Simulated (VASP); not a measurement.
Input of a VASP 6.6.1 run:

File INCAR:

```
PREC = Accurate ; ENCUT = 520
EDIFF = 1E-7 ; ISMEAR = -1
SIGMA = 0.05 ; LREAL = False
LASPH = True ; NELM = 60
ALGO = Normal ; ISIF = 2
LWAVE = False ; LCHARG = False
GGA = PS ; NBANDS = 8
```

The input KPOINTS:

```
regular mesh
0
Gamma
  12 12 12
```

The input POSCAR:

```
Al
1.0
    0.0000000000      1.9974394157      1.9974394157
    1.9974394157      0.0000000000      1.9974394157
    1.9974394157      1.9974394157      0.0000000000
Al
1
Direct
    0.0000000000      0.0000000000      0.0000000000
```

Potentials or basis: VASP PAW PBE potentials, release 64 (Al).

The run is started by

```bash
$ cat potpaw_PBE.64/Al/POTCAR > POTCAR
$ mpirun -np 1 vasp_std > vasp.out
```

**Question.** What does it give for the pressure?

**Answer.** 1.6 GPa.

Caveat: the PAW data sets were made with another functional, which shifts forces and pressure a little.
